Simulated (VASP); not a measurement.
# C18O (a cell with a defect) in VASP: single point with PBE+D3(BJ)

Aim: the single point of C18O (a cell with a defect) with PBE+D3(BJ).

Program: VASP 6.6.1. These are calculated values, not measurements. Logs are shortened: lines on timing, memory, paths and dates and some standing lists are left out, and cuts for length are marked.

**1. The cell of the first run**

The cell holds a defect, 19 atoms: a = 5.056 Å, b = 5.056 Å, c = 6.613 Å, α = 102.63°, β = 102.63°, γ = 93.98°.

**2. Single point, PBE+D3(BJ) (with an interstitial atom, then relaxed in part)**

Input file INCAR:

```
PREC     = Accurate       # precision mode
ENCUT    = 910            # plane-wave cutoff, eV
EDIFF    = 1E-6           # SCF threshold, eV
ISMEAR   = 0              # smearing method
SIGMA    = 0.01           # smearing width, eV
LREAL    = Auto         
LASPH    = True           # aspherical terms in the spheres
NELM     = 120            # most SCF steps
ALGO     = Normal         # electronic algorithm
ISIF     = 2              # what is computed and relaxed
LWAVE    = False          # write WAVECAR
LCHARG   = True           # write CHGCAR
GGA      = PE             # functional
IVDW     = 12             # dispersion correction
LELF     = True           # ELF
LVHAR    = True         
NBANDS   = 54             # bands
GGA_COMPAT= False
```

Input file KPOINTS:

```
Automatic mesh
0
Gamma
  3 3 2
  0 0 0.5
```

Input file POSCAR:

```
C18O
1.0
   -0.7330683218      3.6973851339     -3.3702827544
   -0.7330683218     -3.6973851339     -3.3702827544
   -5.6709571532      0.0000000000      3.4026574365
C O
18 1
Direct
    0.3684354565      0.7005835501      0.1135087873
    0.3827279539      0.3797792009      0.7737375487
    0.0328860910      0.0299715799      0.1184260952
    0.3949035111      0.0579716228      0.4382163078
    0.0676502150      0.7213875281      0.7669347570
    0.7035661230      0.3655499015      0.1134926234
    0.0608834992      0.3919702679      0.4382139302
    0.7244070941      0.0648031977      0.7669283790
    0.7208513051      0.7179262970      0.4395421450
    0.2671823661      0.5987922233      0.8858047947
    0.2824189916      0.2794954801      0.5505958500
    0.9266707412      0.9237496807      0.8789819783
    0.2781069908      0.9331049460      0.2228815207
    0.9552432904      0.6172529626      0.5478429991
    0.6018055357      0.2643234350      0.8857916871
    0.9360615913      0.2752113555      0.2228665437
    0.6202370893      0.9523755392      0.5478332176
    0.5894528472      0.5865120617      0.2261174854
    0.8156759743      0.8128502810      1.0275611275
```

Potentials or basis: VASP PAW PBE potentials, release 64 (C_h, O_h).

Run with:

```sh
$ cat potpaw_PBE.64/C_h/POTCAR potpaw_PBE.64/O_h/POTCAR > POTCAR
$ mpirun -np 1 vasp_std > vasp.out
```

OUTCAR:

```text
PREC = Accurate
   ENCUT = 910
   EDIFF = 1E-6
   ISMEAR = 0
   LREAL = Auto
   LASPH = True
   NELM = 120
   ISIF = 2
   GGA = PE
   IVDW = 12
 IVDW          = 12

 ion  position               nearest neighbor table
   1  0.368  0.701  0.114-  13 1.40  18 1.43  10 1.44
   2  0.383  0.380  0.774-  11 1.41  15 1.43  10 1.43
   3  0.033  0.030  0.118-  19 1.42  16 1.45  13 1.45  12 1.52
   4  0.395  0.058  0.438-  13 1.40  17 1.41  11 1.43
   5  0.068  0.721  0.767-  14 1.40  10 1.40  12 1.45
   6  0.704  0.366  0.113-  16 1.40  18 1.43  15 1.44
   7  0.061  0.392  0.438-  16 1.40  14 1.41  11 1.43
   8  0.724  0.065  0.767-  17 1.40  15 1.40  12 1.45
   9  0.721  0.718  0.440-  18 1.41  14 1.43  17 1.43
  10  0.267  0.599  0.886-   5 1.40   2 1.43   1 1.44
  11  0.282  0.279  0.551-   2 1.41   4 1.43   7 1.43
  12  0.927  0.924  0.879-  19 1.43   8 1.45   5 1.45   3 1.52
  13  0.278  0.933  0.223-   1 1.40   4 1.40   3 1.45
  14  0.955  0.617  0.548-   5 1.40   7 1.41   9 1.43
  15  0.602  0.264  0.886-   8 1.40   2 1.43   6 1.44
  16  0.936  0.275  0.223-   6 1.40   7 1.40   3 1.45
  17  0.620  0.952  0.548-   8 1.40   4 1.41   9 1.43
  18  0.589  0.587  0.226-   9 1.41   6 1.43   1 1.43
  19  0.816  0.813  0.028-   3 1.42  12 1.43

  LATTYP: Found a base centered monoclinic cell.
 ALAT       =     6.8981722243
 B/A-ratio  =     1.0719898007
 C/A-ratio  =     0.9587262009
 COS(beta)  =    -0.3204995344

  Lattice vectors:

 A1 = (  -0.7330683218,   3.6973851339,  -3.3702827544)
 A2 = (  -0.7330683218,  -3.6973851339,  -3.3702827544)
 A3 = (  -5.6709571532,   0.0000000000,   3.4026574365)

Analysis of symmetry for initial positions (statically):
=====================================================================
 Subroutine PRICEL returns:
 Original cell was already a primitive cell.

 Routine SETGRP: Setting up the symmetry group for a
 base centered monoclinic supercell.

 Subroutine GETGRP returns: Found  1 space group operations
 (whereof  1 operations were pure point group operations)
 out of a pool of  4 trial point group operations.

The static configuration has the point symmetry C_1 .

Analysis of symmetry for dynamics (positions and initial velocities):
=====================================================================
 Subroutine PRICEL returns:
 Original cell was already a primitive cell.

 Routine SETGRP: Setting up the symmetry group for a
 base centered monoclinic supercell.

 Subroutine GETGRP returns: Found  1 space group operations
 (whereof  1 operations were pure point group operations)
 out of a pool of  4 trial point group operations.

The dynamic configuration has the point symmetry C_1 .

 Subroutine INISYM returns: Found  1 space group operations
 (whereof  1 operations are pure point group operations),
 and found     1 'primitive' translations

----------------------------------------------------------------------------------------

                                     Primitive cell

  volume of cell :     159.7796

  direct lattice vectors                    reciprocal lattice vectors
    -0.733068322  3.697385134 -3.370282754    -0.078739302  0.135230705 -0.131228963
    -0.733068322 -3.697385134 -3.370282754    -0.078739302 -0.135230705 -0.131228963
    -5.670957153  0.000000000  3.402657437    -0.155980269  0.000000000  0.033927181

  length of vectors
     5.056367455  5.056367455  6.613458450     0.204226008  0.204226008  0.159627372

  position of ions in fractional coordinates (direct lattice)
     0.368435457  0.700583550  0.113508787
     0.382727954  0.379779201  0.773737549
     0.032886091  0.029971580  0.118426095
     0.394903511  0.057971623  0.438216308
     0.067650215  0.721387528  0.766934757
     0.703566123  0.365549902  0.113492623
[... 11 lines left out ...]
     0.589452847  0.586512062  0.226117485
     0.815675974  0.812850281  0.027561128

  ion indices of the primitive-cell ions
   primitive index   ion index
                 1           1
                 2           2
                 3           3
                 4           4
                 5           5
                 6           6
[... 11 lines left out ...]
                18          18
                19          19

----------------------------------------------------------------------------------------

 KPOINTS: Automatic mesh

Automatic generation of k-mesh.
 Grid dimensions read from file:
 generate k-points for:    3    3    2

 Generating k-lattice:

  Cartesian coordinates                     Fractional coordinates (reciprocal lattice)
    -0.026246434  0.045076902 -0.043742988     0.333333333 -0.000000000  0.000000000
    -0.026246434 -0.045076902 -0.043742988    -0.000000000  0.333333333  0.000000000
    -0.077990135  0.000000000  0.016963591    -0.000000000 -0.000000000  0.500000000

  Length of vectors
     0.068075336  0.068075336  0.079813686

  Shift w.r.t. Gamma in fractional coordinates (k-lattice)
     0.000000000  0.000000000  0.500000000

 Subroutine IBZKPT returns following result:
 ===========================================

 Found      9 irreducible k-points:

 Following reciprocal coordinates:
            Coordinates               Weight
  0.000000  0.000000  0.250000      2.000000
  0.333333  0.000000  0.250000      2.000000
 -0.000000 -0.333333 -0.250000      2.000000
 -0.333333 -0.000000  0.250000      2.000000
  0.000000  0.333333 -0.250000      2.000000
  0.333333  0.333333  0.250000      2.000000
 -0.333333  0.333333  0.250000      2.000000
 -0.333333  0.333333 -0.250000      2.000000
 -0.333333 -0.333333  0.250000      2.000000
   k-points           NKPTS =      9   k-points in BZ     NKDIM =      9   number of bands    NBANDS=     54
   number of dos      NEDOS =    301   number of ions     NIONS =     19
   total plane-waves  NPLWV = 175000
   dimension x,y,z NGX =    50 NGY =   50 NGZ =   70
   dimension x,y,z NGXF=   100 NGYF=  100 NGZF=  140
   ions per type =              18   1
   NGX,Y,Z   is equivalent  to a cutoff of  16.44, 16.44, 17.60 a.u.
   NGXF,Y,Z  is equivalent  to a cutoff of  32.88, 32.88, 35.19 a.u.
 SYSTEM =  unknown system
   PREC   = accura    normal or accurate (medium, high low for compatibility)
   ISTART =      0    job   : 0-new  1-cont  2-samecut
   ICHARG =      2    charge: 1-file 2-atom 10-const
   ISPIN  =      1    spin polarized calculation?
   LNONCOLLINEAR =      F non collinear calculations
   LSORBIT =      F    spin-orbit coupling
   LASPH  =      T    aspherical Exc in radial PAW
   ENCUT  =  910.0 eV  66.88 Ry    8.18 a.u.  12.44 12.44 16.27*2*pi/ulx,y,z
   NELM   =    120;   NELMIN=  2; NELMDL= -5     # of ELM steps
   EDIFF  = 0.1E-05   stopping-criterion for ELM
   LREAL  =      T    real-space projection
   EDIFFG = 0.1E-04   stopping-criterion for IOM
   NSW    =      0    number of steps for IOM
   IBRION =     -1    ionic relax: 0-MD 1-quasi-New 2-CG
   NFREE  =      0    steps in history (QN), initial steepest desc. (CG)
   ISIF   =      2    stress and relaxation
   ISYM   =      2    0-nonsym 1-usesym 2-fastsym
   POTIM  = 0.5000    time-step for ionic-motion
   TEBEG  =    0.0;   TEEND  =   0.0 temperature during run
   PSTRESS=    0.0 pullay stress
   NELECT =      78.0000    total number of electrons
   NUPDOWN=      -1.0000    fix difference up-down
   EMIN   =  10.00;   EMAX   =-10.00  energy-range for DOS
   EFERMI =   0.00;   METHOD = LEGACY
   ISMEAR =     0;   SIGMA  =   0.01  broadening in eV -4-tet -1-fermi 0-gaus
   EFERMI_NEDOS =   21; number of points for ismear=-14 and -15
   IALGO  =     38    algorithm
   IMIX   =      4    mixing-type and parameters
     AMIX     =   0.40;   BMIX     =  1.00
     AMIX_MAG =   1.60;   BMIX_MAG =  1.00
  volume/ion in A,a.u.               =       8.41        56.75
  Fermi-wavevector in a.u.,A,eV,Ry     =   1.289039  2.435930 22.607719  1.661620
  Thomas-Fermi vector in A             =   2.420956
   LORBIT       =      0    0 simple, 1 ext, 2 COOP (PROOUT), +10 PAW based schemes
   GGA     = PE    functional components
   LHFCALC =     F    Hartree Fock is set to
   AEXX    =    0.0000 exact exchange contribution
   IVDW    =    12    specifies the selected vdW correction
   LEPSILON=     F    determine dielectric tensor
   LRPA    =     F    only Hartree local field effects (RPA)
 non-spin polarized calculation
 Gauss-broadening in eV      SIGMA  =   0.01
  energy-cutoff  :      910.00
  volume of cell :      159.78
 maximum number of plane-waves:      9977
 NGX is ok and might be reduce to    50
   NGX = 25   NGY = 25   NGZ = 33

 number of electron      77.9999999 magnetization

 Free energy of the ion-electron system (eV)
  ---------------------------------------------------
  ext. energy  EPLUGINS =         0.00000000
  ---------------------------------------------------
  free energy    TOTEN  =      -169.18470819 eV

  energy without entropy =     -169.18470819  energy(sigma->0) =     -169.18470819

 E-fermi :   5.8625     XC(G=0): -10.6682

 val. band max:        5.8151389728   @ k =  -0.3333  -0.3333   0.2500
 cond. band min:       6.1176416986   @ k =  -0.3333  -0.3333   0.2500
 fundamental gap:      0.3025027258
 Fermi energy:         5.8624731793

 k-point     1 :       0.0000    0.0000    0.2500
  band No.  band energies     occupation
      1     -18.0936      2.00000
      2     -13.3541      2.00000
      3     -12.0944      2.00000
      4     -11.5327      2.00000
      5     -11.0702      2.00000
      6     -10.3013      2.00000
[... 43 lines left out ...]
     50      13.2763      0.00000
     51      13.7772      0.00000

 k-point     2 :       0.3333    0.0000    0.2500
  band No.  band energies     occupation
      1     -18.0775      2.00000
      2     -13.0330      2.00000
      3     -12.6986      2.00000
      4     -11.9215      2.00000
      5     -10.5481      2.00000
      6     -10.1215      2.00000
[... 370 lines left out ...]
 k-point     9 :      -0.3333   -0.3333    0.2500
  band No.  band energies     occupation
      1     -18.0660      2.00000
      2     -13.3363      2.00000
      3     -11.4813      2.00000
      4     -11.4318      2.00000
      5     -11.2338      2.00000
      6     -10.9749      2.00000
[... 43 lines left out ...]
     50      13.3629      0.00000
     51      13.5289      0.00000
 [bands above 51 left out]

------------------------ aborting loop because EDIFF is reached ----------------------------------------

 Edisp (eV)   -2.92399

 E8    (eV) :    -0.8248

  FORCE on cell =-STRESS in cart. coord.  units (eV):
  Direction    XX          YY          ZZ          XY          YZ          ZX
  --------------------------------------------------------------------------------------
  -------------------------------------------------------------------------------------
  Total       4.81189     6.34158     6.45080     0.00170     0.00195    -0.76734
  in kB      48.25087    63.58970    64.68490     0.01702     0.01956    -7.69444
  external pressure =       58.84 kB  Pullay stress =        0.00 kB

 VOLUME and BASIS-vectors are now :
 -----------------------------------------------------------------------------
  energy-cutoff  :      910.00
  volume of cell :      159.78
      direct lattice vectors                 reciprocal lattice vectors
    -0.733068322  3.697385134 -3.370282754    -0.078739302  0.135230705 -0.131228963
    -0.733068322 -3.697385134 -3.370282754    -0.078739302 -0.135230705 -0.131228963
    -5.670957153  0.000000000  3.402657437    -0.155980269  0.000000000  0.033927181

 POSITION                                       TOTAL-FORCE (eV/Angst)
 -----------------------------------------------------------------------------------
     -1.42737     -1.22808     -3.21666        -0.006009     -0.000517      0.000335
     -4.94680      0.01090      0.06290         0.002394     -0.004014     -0.000690
     -0.71767      0.01078      0.19112        -0.040298      0.002972     -0.037396
     -2.81709      1.24577     -0.03522         0.006469      0.001886      0.001601
     -4.92767     -2.41712     -0.04966         0.005544     -0.000149     -0.004714
     -1.42735      1.24978     -3.21705        -0.005475      0.000701      0.003381
[... 11 lines left out ...]
     -2.14437      0.01087     -3.19393        -0.010396     -0.003659      0.010659
     -1.35012      0.01045     -5.39481         0.004911      0.000969      0.076277
 -----------------------------------------------------------------------------------
    total drift:                               -0.001382      0.000698     -0.002257

  FREE ENERGIE OF THE ION-ELECTRON SYSTEM (eV)
  ---------------------------------------------------
  free  energy   TOTEN  =      -172.1087008671 eV

  energy  without entropy=     -172.1087008671  energy(sigma->0) =     -172.10870087
```

Wall time 2.5 min (1 thread of Intel Xeon 6975P-C (Granite Rapids), shared host); peak memory 0.44 GiB.

What came out:

| Property | Result |
| --- | --- |
| Free energy | -172.1087 eV |
| Pressure | 5.9 GPa |
| Largest force | 0.076 eV/Å |
| Band gap on the k mesh | 0.30 eV |
| Dispersion energy per atom | -0.154 eV |

Forces in eV/Å, atoms in the order of the input:
```
C   -0.006 -0.001  0.000
C    0.002 -0.004 -0.001
C   -0.040  0.003 -0.037
C    0.006  0.002  0.002
C    0.006  0.000 -0.005
C   -0.005  0.001  0.003
C    0.003  0.001  0.005
C    0.009 -0.001 -0.004
C    0.008  0.000 -0.001
C    0.004  0.001 -0.001
C    0.001  0.001 -0.008
C    0.036  0.001 -0.036
C   -0.006  0.001 -0.005
C   -0.003  0.003  0.000
C    0.003  0.002  0.003
C   -0.008 -0.002 -0.004
C   -0.004 -0.005  0.001
C   -0.010 -0.004  0.011
O    0.005  0.001  0.076
```

Levels at points of the mesh, in eV from the valence-band top:
| k point | band 36 | band 37 | band 38 | band 39 | band 40 | band 41 | band 42 | band 43 |
| --- | --- | --- | --- | --- | --- | --- | --- | --- |
| (0.00, 0.00, 0.25) | -2.48 | -2.20 | -1.34 | -1.02 | 0.82 | 1.63 | 2.87 | 4.04 |

Caveat: the k points lie up to 0.50 Å⁻¹ apart; the cell differs from its parent crystal (with an interstitial atom, then relaxed in part); the cutoff is under 1.25 times the usual one of these potentials, so pressure, stress and relaxed cells hold a basis-set (Pulay) error.
